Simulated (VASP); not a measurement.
# TiPd3 (Pm-3m) in VASP: notebook, part 2 of 2

VASP 6.6.1.

### 3 Electric field gradients, LDA (volume scaled by 1.02)

File INCAR:

```
PREC = Accurate
ENCUT = 520
EDIFF = 1E-8
ISMEAR = -1
SIGMA = 0.05
LREAL = F
LASPH = T
NELM = 80
ALGO = Normal
ISIF = 2
LWAVE = F
LCHARG = F
LEFG = T
NBANDS = 29
```

File KPOINTS:

```
regular mesh
0
Gamma
  11 11 11
```

File POSCAR:

```
TiPd3
1.0
    3.8452987505      0.0000000000      0.0000000000
    0.0000000000      3.8452987505      0.0000000000
    0.0000000000      0.0000000000      3.8452987505
Ti Pd
1 3
Direct
    0.0000000000      0.0000000000      0.0000000000
    0.0000000000      0.5000000000      0.5000000000
    0.5000000000      0.0000000000      0.5000000000
    0.5000000000      0.5000000000      0.0000000000
```

Potentials or basis: VASP PAW LDA potentials, release 64 (Ti_sv, Pd).

The run is started by

```bash
cat potpaw_LDA.64/Ti_sv/POTCAR potpaw_LDA.64/Pd/POTCAR > POTCAR
mpirun -np 1 vasp_std > vasp.out
```

OUTCAR:

```text
PREC = Accurate
   ENCUT = 520
   EDIFF = 1E-8
   ISMEAR = -1
   LREAL = F
   LASPH = T
   NELM = 80
   ISIF = 2

 ion  position               nearest neighbor table
   1  0.000  0.000  0.000-   2 2.72   3 2.72   4 2.72   2 2.72   3 2.72   2 2.72   4 2.72   2 2.72
                             3 2.72   4 2.72   3 2.72   4 2.72
   2  0.000  0.500  0.500-   1 2.72   3 2.72   4 2.72   1 2.72   4 2.72   1 2.72   3 2.72   1 2.72
                             3 2.72   4 2.72   4 2.72   3 2.72
   3  0.500  0.000  0.500-   1 2.72   2 2.72   4 2.72   1 2.72   4 2.72   2 2.72   4 2.72   4 2.72
                             1 2.72   2 2.72   1 2.72   2 2.72
   4  0.500  0.500  0.000-   1 2.72   2 2.72   3 2.72   2 2.72   3 2.72   1 2.72   3 2.72   3 2.72
                             1 2.72   2 2.72   2 2.72   1 2.72

  LATTYP: Found a simple cubic cell.
 ALAT       =     3.8452987505

  Lattice vectors:

 A1 = (   3.8452987505,   0.0000000000,   0.0000000000)
 A2 = (   0.0000000000,   3.8452987505,   0.0000000000)
 A3 = (   0.0000000000,   0.0000000000,   3.8452987505)

Analysis of symmetry for initial positions (statically):
=====================================================================
 Subroutine PRICEL returns:
[... 975 lines left out ...]
      1.92265      0.00000      1.92265         0.000000      0.000000      0.000000
      1.92265      1.92265      0.00000         0.000000      0.000000      0.000000
 -----------------------------------------------------------------------------------
    total drift:                                0.000000      0.000000     -0.000000

  FREE ENERGIE OF THE ION-ELECTRON SYSTEM (eV)
  ---------------------------------------------------
  free  energy   TOTEN  =       -30.8134761957 eV

  energy  without entropy=      -30.8012419586  energy(sigma->0) =      -30.80735908

 Electric field gradients (V/A^2)
---------------------------------------------------------------------
 ion       V_xx      V_yy      V_zz      V_xy      V_xz      V_yz
---------------------------------------------------------------------
   1       0.000     0.000     0.000    -0.000    -0.000    -0.000
   2     -61.032    30.516    30.516     0.000    -0.000    -0.000
   3      30.516   -61.032    30.516     0.000     0.000    -0.000
   4      30.516    30.516   -61.032     0.000     0.000    -0.000
---------------------------------------------------------------------

 Electric field gradients after diagonalization (V/A^2)
 (convention: |V_zz| > |V_xx| > |V_yy|)
----------------------------------------------------------------------
 ion       V_xx      V_yy      V_zz     asymmetry (V_yy - V_xx)/ V_zz
----------------------------------------------------------------------
   1       0.000     0.000     0.000      -0.138
   2      30.516    30.516   -61.032       0.000
   3      30.516    30.516   -61.032       0.000
   4      30.516    30.516   -61.032       0.000
----------------------------------------------------------------------

           NMR quadrupolar parameters

 Cq : quadrupolar parameter    Cq=e*Q*V_zz/h
 eta: asymmetry parameters     (V_yy - V_xx)/ V_zz
 Q  : nuclear electric quadrupole moment in mb (millibarn)
----------------------------------------------------------------------
 ion       Cq(MHz)       eta       Q (mb)
----------------------------------------------------------------------
   1       0.000      -0.138       1.000
   2      -0.148       0.000       1.000
   3      -0.148       0.000       1.000
   4      -0.148       0.000       1.000
----------------------------------------------------------------------
```

stdout:

```text
POSCAR found type information on POSCAR TiPd
 POSCAR found :  2 types and       4 ions
 scaLAPACK will be used
 LDA part: xc-table for (Slater(with rela. corr.)+CA(PZ))
 , standard interpolation
 POSCAR, INCAR and KPOINTS ok, starting setup
 FFT: planning ... GRIDC
 FFT: planning ... GRID_SOFT
 FFT: planning ... GRID
 WAVECAR not read
 entering main loop
ion   1

ion   2

ion   3

ion   4
```

Run time: 1.8 min. Hardware: 1 thread of AMD EPYC 7R43 (Zen 3), shared host; peak memory 0.17 GiB.

What came out:

```
Free energy            : -30.8135 eV
Pressure               : -1.8 GPa
Band gap on the k mesh : zero (band 21 reaches 12.40 eV, above the bottom of band 22 at 11.11 eV)
```

Electric field gradients, principal values (V/Å²):
| atom | least | middle | greatest (by size) |
| --- | --- | --- | --- |
| 1 Ti | 0.000 | 0.000 | 0.000 |
| 2 Pd | 30.516 | 30.516 | -61.032 |
| 3 Pd | 30.516 | 30.516 | -61.032 |
| 4 Pd | 30.516 | 30.516 | -61.032 |

Caveat: without QUAD_EFG the Cq values of the log hold for a quadrupole moment of 1 mb, not for the nuclei.

### 4 Electric field gradients, LDA (volume scaled by 1.06)

File INCAR:

```
SYSTEM = TiPd3
ALGO = Normal ; EDIFF = 1E-8
ENCUT = 520 ; ISIF = 2
ISMEAR = -1 ; LASPH = .True.
LCHARG = .False. ; LEFG = .True.
LREAL = .False. ; LWAVE = .False.
NBANDS = 29 ; NELM = 80
PREC = Accurate ; SIGMA = 0.05
```

File KPOINTS:

```
k-points
0
Gamma
  11 11 11
  0 0 0
```

File POSCAR:

```
TiPd3
1.0
    3.8949209816      0.0000000000      0.0000000000
    0.0000000000      3.8949209816      0.0000000000
    0.0000000000      0.0000000000      3.8949209816
Ti Pd
1 3
Direct
    0.0000000000      0.0000000000      0.0000000000
    0.0000000000      0.5000000000      0.5000000000
    0.5000000000      0.0000000000      0.5000000000
    0.5000000000      0.5000000000      0.0000000000
```

Potentials or basis: VASP PAW LDA potentials, release 64 (Ti_sv, Pd).

The run is started by

```bash
cat potpaw_LDA.64/Ti_sv/POTCAR potpaw_LDA.64/Pd/POTCAR > POTCAR
mpirun -np 1 vasp_std > vasp.out
```

OUTCAR:

```text
SYSTEM = TiPd3
   EDIFF = 1E-8
   ENCUT = 520
   ISIF = 2
   ISMEAR = -1
   LASPH = .True.
   LREAL = .False.
   NELM = 80
   PREC = Accurate

 ion  position               nearest neighbor table
   1  0.000  0.000  0.000-   2 2.75   3 2.75   4 2.75   2 2.75   3 2.75   2 2.75   4 2.75   2 2.75
                             3 2.75   4 2.75   3 2.75   4 2.75
   2  0.000  0.500  0.500-   1 2.75   3 2.75   4 2.75   1 2.75   4 2.75   1 2.75   3 2.75   1 2.75
                             3 2.75   4 2.75   4 2.75   3 2.75
   3  0.500  0.000  0.500-   1 2.75   2 2.75   4 2.75   1 2.75   4 2.75   2 2.75   4 2.75   4 2.75
                             1 2.75   2 2.75   1 2.75   2 2.75
   4  0.500  0.500  0.000-   1 2.75   2 2.75   3 2.75   2 2.75   3 2.75   1 2.75   3 2.75   3 2.75
                             1 2.75   2 2.75   2 2.75   1 2.75

  LATTYP: Found a simple cubic cell.
[... 1001 lines left out ...]
   1      -0.000    -0.000     0.000    -0.000     0.000    -0.000
   2     -58.057    29.029    29.029    -0.000    -0.000    -0.000
   3      29.029   -58.057    29.029     0.000    -0.000    -0.000
   4      29.029    29.029   -58.057    -0.000    -0.000     0.000
---------------------------------------------------------------------

 Electric field gradients after diagonalization (V/A^2)
 (convention: |V_zz| > |V_xx| > |V_yy|)
----------------------------------------------------------------------
 ion       V_xx      V_yy      V_zz     asymmetry (V_yy - V_xx)/ V_zz
----------------------------------------------------------------------
   1      -0.000    -0.000     0.000       0.264
   2      29.029    29.029   -58.057       0.000
   3      29.029    29.029   -58.057       0.000
   4      29.029    29.029   -58.057       0.000
----------------------------------------------------------------------

           NMR quadrupolar parameters

 Cq : quadrupolar parameter    Cq=e*Q*V_zz/h
 eta: asymmetry parameters     (V_yy - V_xx)/ V_zz
 Q  : nuclear electric quadrupole moment in mb (millibarn)
----------------------------------------------------------------------
 ion       Cq(MHz)       eta       Q (mb)
----------------------------------------------------------------------
   1       0.000       0.264       1.000
   2      -0.140       0.000       1.000
   3      -0.140       0.000       1.000
   4      -0.140       0.000       1.000
----------------------------------------------------------------------
```

Wall time 1.9 min (1 thread of AMD EPYC 7R43 (Zen 3), shared host); peak memory 0.17 GiB.

What came out:

```yaml
Free_energy: -30.7350 eV
Pressure: -9.4 GPa
Band_gap_on_the_k_mesh: zero (band 21 reaches 11.68 eV, above the bottom of band 22 at 10.47 eV)
```

Electric field gradients, principal values (V/Å²):
```csv
atom,least,middle,greatest (by size)
1 Ti,0.000,0.000,0.000
2 Pd,29.029,29.029,-58.057
3 Pd,29.029,29.029,-58.057
4 Pd,29.029,29.029,-58.057
```

Caveat: without QUAD_EFG the Cq values of the log hold for a quadrupole moment of 1 mb, not for the nuclei.

### 5 Overview

| cell | gap on the mesh (eV) | pressure (GPa) |
| --- | --- | --- |
| a = 3.807 Å, 4 atoms | none | 5.2 |
| a = 3.845 Å, 4 atoms | none | -1.8 |
| a = 3.895 Å, 4 atoms | none | -9.4 |

Alike in all rows: task electric field gradients; level LDA; potentials or basis VASP PAW LDA potentials, release 64 (Ti_sv, Pd); no spin polarisation; k mesh 11 × 11 × 11; cutoff (eV) 520; smearing fermi-dirac 0.05 eV.

Absolute energies hang on the potentials; compare differences alone.
